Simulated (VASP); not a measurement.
# Na2B5 (P4/mmm) in VASP: a series of runs, part 2 of 2

VASP 6.6.1. Earlier steps stand in the parts before.

## 4. Relaxation of cell and atoms, PBE

The input, INCAR:

```
SYSTEM = Na2B5
PREC = Accurate
ENCUT = 600
EDIFF = 1E-6
ISMEAR = 0
SIGMA = 0.1
LREAL = .FALSE.
LASPH = .TRUE.
NELM = 100
ALGO = Normal
ISIF = 3
LWAVE = .FALSE.
LCHARG = .FALSE.
GGA = PE
IBRION = 2
NSW = 90
EDIFFG = -0.04
```

The input, KPOINTS:

```
Automatic mesh
0
G
  4 4 4
  0 0 0
```

The input, POSCAR:

```
Na2B5
1.0
    3.8894688500      0.0000000000      0.0000000000
    0.0000000000      3.8894688500      0.0000000000
    0.0000000000      0.0000000000      4.9471092000
Na B
2 5
Direct
    0.5000000000      0.5000000000      0.2458123100
    0.5000000000      0.5000000000      0.7541876900
    0.3534075000      0.0000000000      0.0000000000
    0.6465925000      0.0000000000      0.0000000000
    0.0000000000      0.3534075000      0.0000000000
    0.0000000000      0.6465925000      0.0000000000
    0.0000000000      0.0000000000      0.0000000000
```

Potentials or basis: VASP PAW PBE potentials, release 64 (Na_pv, B).

On the command line:

```
$ cat potpaw_PBE.64/Na_pv/POTCAR potpaw_PBE.64/B/POTCAR > POTCAR
$ mpirun -np 1 vasp_std > vasp.out
```

OUTCAR:

```text
SYSTEM = Na2B5
   PREC = Accurate
   ENCUT = 600
   EDIFF = 1E-6
   ISMEAR = 0
   LREAL = .FALSE.
   LASPH = .TRUE.
   NELM = 100
   ISIF = 3
   GGA = PE
   IBRION = 2
   NSW = 90
   EDIFFG = -0.04

 ion  position               nearest neighbor table
   1  0.500  0.500  0.246-   3 2.36   4 2.36   5 2.36   6 2.36   3 2.36   4 2.36   5 2.36   6 2.36
                             2 2.43   2 2.51
   2  0.500  0.500  0.754-   3 2.36   4 2.36   5 2.36   6 2.36   3 2.36   4 2.36   5 2.36   6 2.36
                             1 2.43   1 2.51
   3  0.353  0.000  0.000-   4 1.14   7 1.37   6 1.94   5 1.94   1 2.36   2 2.36   1 2.36   2 2.36

   4  0.647  0.000  0.000-   3 1.14   7 1.37   6 1.94   5 1.94   1 2.36   2 2.36   1 2.36   2 2.36

   5  0.000  0.353  0.000-   6 1.14   7 1.37   3 1.94   4 1.94   1 2.36   2 2.36   1 2.36   2 2.36

   6  0.000  0.647  0.000-   5 1.14   7 1.37   3 1.94   4 1.94   1 2.36   2 2.36   1 2.36   2 2.36

   7  0.000  0.000  0.000-   3 1.37   4 1.37   5 1.37   6 1.37

  LATTYP: Found a simple tetragonal cell.
 ALAT       =     3.8894688500
 C/A-ratio  =     1.2719241086

  Lattice vectors:

 A1 = (   3.8894688500,   0.0000000000,   0.0000000000)
 A2 = (   0.0000000000,   3.8894688500,   0.0000000000)
 A3 = (   0.0000000000,   0.0000000000,   4.9471092000)

Analysis of symmetry for initial positions (statically):
=====================================================================
 Subroutine PRICEL returns:
 Original cell was already a primitive cell.

 Routine SETGRP: Setting up the symmetry group for a
 simple tetragonal supercell.

 Subroutine GETGRP returns: Found 16 space group operations
 (whereof 16 operations were pure point group operations)
 out of a pool of 16 trial point group operations.

The static configuration has the point symmetry D_4h.

Analysis of symmetry for dynamics (positions and initial velocities):
=====================================================================
 Subroutine PRICEL returns:
 Original cell was already a primitive cell.

 Routine SETGRP: Setting up the symmetry group for a
 simple tetragonal supercell.

 Subroutine GETGRP returns: Found 16 space group operations
 (whereof 16 operations were pure point group operations)
 out of a pool of 16 trial point group operations.

The dynamic configuration has the point symmetry D_4h.

 Subroutine INISYM returns: Found 16 space group operations
 (whereof 16 operations are pure point group operations),
 and found     1 'primitive' translations

----------------------------------------------------------------------------------------

                                     Primitive cell

  volume of cell :      74.8397

  direct lattice vectors                    reciprocal lattice vectors
     3.889468850  0.000000000  0.000000000     0.257104514  0.000000000  0.000000000
     0.000000000  3.889468850  0.000000000     0.000000000  0.257104514  0.000000000
     0.000000000  0.000000000  4.947109200     0.000000000  0.000000000  0.202138251

  length of vectors
     3.889468850  3.889468850  4.947109200     0.257104514  0.257104514  0.202138251

  position of ions in fractional coordinates (direct lattice)
     0.500000000  0.500000000  0.245812310
     0.500000000  0.500000000  0.754187690
     0.353407500  0.000000000  0.000000000
     0.646592500  0.000000000  0.000000000
     0.000000000  0.353407500  0.000000000
     0.000000000  0.646592500  0.000000000
     0.000000000  0.000000000  0.000000000

  ion indices of the primitive-cell ions
   primitive index   ion index
[... 31 lines left out ...]

 Found     18 irreducible k-points:

 Following reciprocal coordinates:
            Coordinates               Weight
  0.000000  0.000000  0.000000      1.000000
  0.250000  0.000000  0.000000      4.000000
  0.500000  0.000000  0.000000      2.000000
  0.250000  0.250000  0.000000      4.000000
  0.500000  0.250000  0.000000      4.000000
  0.500000  0.500000  0.000000      1.000000
[... 10 lines left out ...]
  0.500000  0.250000  0.500000      4.000000
  0.500000  0.500000  0.500000      1.000000
   k-points           NKPTS =     18   k-points in BZ     NKDIM =     18   number of bands    NBANDS=     18
   number of dos      NEDOS =    301   number of ions     NIONS =      7
   total plane-waves  NPLWV =  40960
   dimension x,y,z NGX =    32 NGY =   32 NGZ =   40
   dimension x,y,z NGXF=    64 NGYF=   64 NGZF=   80
   ions per type =               2   5
   NGX,Y,Z   is equivalent  to a cutoff of  13.68, 13.68, 13.44 a.u.
   NGXF,Y,Z  is equivalent  to a cutoff of  27.36, 27.36, 26.88 a.u.
 SYSTEM =  Na2B5
   PREC   = accura    normal or accurate (medium, high low for compatibility)
   ISTART =      0    job   : 0-new  1-cont  2-samecut
   ICHARG =      2    charge: 1-file 2-atom 10-const
   ISPIN  =      1    spin polarized calculation?
   LNONCOLLINEAR =      F non collinear calculations
   LSORBIT =      F    spin-orbit coupling
   LASPH  =      T    aspherical Exc in radial PAW
   ENCUT  =  600.0 eV  44.10 Ry    6.64 a.u.   7.77  7.77  9.88*2*pi/ulx,y,z
   NELM   =    100;   NELMIN=  2; NELMDL= -5     # of ELM steps
   EDIFF  = 0.1E-05   stopping-criterion for ELM
   LREAL  =      F    real-space projection
   EDIFFG = -.4E-01   stopping-criterion for IOM
   NSW    =     90    number of steps for IOM
   IBRION =      2    ionic relax: 0-MD 1-quasi-New 2-CG
   NFREE  =      1    steps in history (QN), initial steepest desc. (CG)
   ISIF   =      3    stress and relaxation
   ISYM   =      2    0-nonsym 1-usesym 2-fastsym
   POTIM  = 0.5000    time-step for ionic-motion
   TEBEG  =    0.0;   TEEND  =   0.0 temperature during run
   PSTRESS=    0.0 pullay stress
   NELECT =      29.0000    total number of electrons
   NUPDOWN=      -1.0000    fix difference up-down
   EMIN   =  10.00;   EMAX   =-10.00  energy-range for DOS
   EFERMI =   0.00;   METHOD = LEGACY
   ISMEAR =     0;   SIGMA  =   0.10  broadening in eV -4-tet -1-fermi 0-gaus
   EFERMI_NEDOS =   21; number of points for ismear=-14 and -15
   IALGO  =     38    algorithm
   IMIX   =      4    mixing-type and parameters
     AMIX     =   0.40;   BMIX     =  1.00
     AMIX_MAG =   1.60;   BMIX_MAG =  1.00
  volume/ion in A,a.u.               =      10.69        72.15
  Fermi-wavevector in a.u.,A,eV,Ry     =   1.193521  2.255428 19.381401  1.424493
  Thomas-Fermi vector in A             =   2.329534
   LORBIT       =      0    0 simple, 1 ext, 2 COOP (PROOUT), +10 PAW based schemes
   GGA     = PE    functional components
   LHFCALC =     F    Hartree Fock is set to
   AEXX    =    0.0000 exact exchange contribution
   IVDW    =     0    specifies the selected vdW correction
   LEPSILON=     F    determine dielectric tensor
   LRPA    =     F    only Hartree local field effects (RPA)
 conjugate gradient relaxation of ions
 non-spin polarized calculation
 Gauss-broadening in eV      SIGMA  =   0.10
  energy-cutoff  :      600.00
  volume of cell :       74.84
 maximum number of plane-waves:      2516
 NGX is ok and might be reduce to    32
   NGX = 15   NGY = 15   NGZ = 19

--------------------------------------- Ionic step        1  -------------------------------------------

 number of electron      29.0000015 magnetization

 Free energy of the ion-electron system (eV)
  ---------------------------------------------------
  ext. energy  EPLUGINS =         0.00000000
  ---------------------------------------------------
  free energy    TOTEN  =       -18.79373955 eV

  energy without entropy =      -18.78511003  energy(sigma->0) =      -18.78942479

------------------------ aborting loop because EDIFF is reached ----------------------------------------

  FORCE on cell =-STRESS in cart. coord.  units (eV):
  Direction    XX          YY          ZZ          XY          YZ          ZX
  --------------------------------------------------------------------------------------
  -------------------------------------------------------------------------------------
  Total       62.9045055     62.9045055      9.4843611      0.0000000      0.0000000     -0.0000000
  in kB     1346.6670774   1346.6670774    203.0423216      0.0000000      0.0000000     -0.0000000
  external PRESSURE =     965.4588254 kB  Pullay stress =       0.0000000 kB
[... 865 lines left out ...]
      5     -21.7805      2.00000
      6     -21.7805      2.00000
[... 10 lines left out ...]
     17       6.5329      0.00000
     18       9.3108      0.00000

[... ionic steps 4 to 46 ...]

--------------------------------------- Ionic step       47  -------------------------------------------

 number of electron      29.0000011 magnetization

------------------------ aborting loop because EDIFF is reached ----------------------------------------
[... 77 lines left out ...]
--------------------------------------- Ionic step       49  -------------------------------------------

 number of electron      28.9999913 magnetization

 Free energy of the ion-electron system (eV)
  ---------------------------------------------------
  ext. energy  EPLUGINS =         0.00000000
  ---------------------------------------------------
  free energy    TOTEN  =       -32.49025465 eV

  energy without entropy =      -32.46254396  energy(sigma->0) =      -32.47639930

 E-fermi :   0.8909     XC(G=0):  -6.7670

 val. band max:        0.8837842993   @ k =   0.5000   0.2500   0.0000
 cond. band min:       0.9633178147   @ k =   0.2500   0.2500   0.2500
 fundamental gap:      0.0795335154
 Fermi energy:         0.8908770085
[... 410 lines left out ...]
  FREE ENERGIE OF THE ION-ELECTRON SYSTEM (eV)
  ---------------------------------------------------
  free  energy   TOTEN  =       -32.4902546495 eV

  energy  without entropy=      -32.4625439577  energy(sigma->0) =      -32.47639930

 reached required accuracy - stopping structural energy minimisation
```

It took 5.3 min on 1 thread of Intel Xeon 6975P-C (Granite Rapids), shared host; peak memory 0.2 GiB.

Results:

```yaml
Free_energy: -32.4903 eV
Relaxed_volume: 21.50 Å³/atom
Relaxed_cell: a = 4.643 Å, b = 4.643 Å, c = 6.982 Å, α = 90.00°, β = 90.00°, γ = 90.00°
Space_group_after_relaxing_to_0.1_Å: P4/mmm (No. 123)
Pressure_after_relaxing: 0.1 GPa
Largest_force_after_relaxing: 0.036 eV/Å
Band_gap_on_the_k_mesh: zero (an odd number of electrons rules out a gap without spin polarisation)
```

Forces in eV/Å, atoms in the order of the input:
```
Na   0.000  0.000 -0.004
Na   0.000  0.000  0.004
B    0.036  0.000  0.000
B   -0.036  0.000  0.000
B    0.000  0.036  0.000
B    0.000 -0.036  0.000
B    0.000  0.000  0.000
```

Final structure:
```
Na B
1.0
     4.64321    0.00000    0.00000
     0.00000    4.64321    0.00000
     0.00000    0.00000    6.98230
Na B
2 5
Cartesian
  2.3216 2.3216 1.5742
  2.3216 2.3216 5.4081
  1.5503 0.0000 0.0000
  3.0929 0.0000 0.0000
  0.0000 1.5503 0.0000
  0.0000 3.0929 0.0000
  0.0000 0.0000 0.0000
```

Caveat: the k points lie up to 0.34 Å⁻¹ apart in the final cell, too coarse for converged energies and pressures of a metal; the volume moved by over 15 % at a fixed basis, so the end points are rough.

## 5. Overview

| task | cell | cutoff (eV) | gap on the mesh (eV) | pressure (GPa) | largest force (eV/Å) |
| --- | --- | --- | --- | --- | --- |
| single point | a = 3.889, b = 3.889, c = 4.947 Å, 7 atoms, atomic positions A | 520 | none | 96.5 | 23.97 |
| single point | a = 4.650, b = 4.650, c = 7.366 Å, 7 atoms, atomic positions B | 520 | none | 0.0 | 0.01 |
| relaxation of cell and atoms | relaxed from a = 3.889, b = 3.889, c = 4.947 Å, 7 atoms, atomic positions A | 600 | none | 0.1 | 0.04 |

Alike in all rows: level PBE; potentials or basis VASP PAW PBE potentials, release 64 (Na_pv, B); no spin polarisation; k mesh 4 × 4 × 4; smearing gaussian 0.1 eV.

Caveats: some runs use coarse meshes; atoms lie so close that the PAW spheres overlap strongly, which falsifies energies and pressures (at least some runs); forces of over 1 eV/Å act on the atoms, so gaps and moduli don't describe the material at rest (at least some runs); the volume moved by over 15 % at a fixed basis, so the end points are rough (at least some runs).

Absolute energies hang on the potentials; compare differences alone.
